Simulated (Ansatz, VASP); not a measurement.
# BF in VASP and in Ansatz

```xyz
4
Lattice="3.1139 0.0000 0.0000 0.0000 4.5910 0.0000 -1.0684 0.0000 2.5964" Properties=species:S:1:pos:R:3 pbc="T T T"
B     0.5157    2.3141    0.6386
B    -0.0185    2.2769    1.9368
F    -0.3171    0.6103    1.7165
F     0.2171    3.9808    0.4183
```

Alike in both runs: task relaxation of cell and atoms; functional PBE; k mesh 6 × 4 × 6; occupations gaussian, width 0.1 eV; no spin polarisation.

```csv
,VASP,Ansatz
version,VASP 6.6.1,Ansatz 0.2.0
potentials or method,"VASP PAW PBE potentials, release 64 (B, F), cutoff 600 eV","scalar-relativistic, plane waves, PAW"
valence electrons in the cell,20,20
```

```tsv
	VASP	Ansatz	Ansatz less VASP
gap on the k mesh at the Fermi level, each at its own relaxed structure (eV)	none	none	-
relaxed volume (Å³/atom)	10.33	11.65	+1.315
relaxed cell length with the largest relative difference (Å)	5.830	6.588	+0.7573
```

A gap of «none» marks a metal or a gap that the smearing closes. One of these differences is far larger than is usual between the two programs; its cause wasn't traced.

The k mesh is coarse, so the values compare programs but aren't converged.
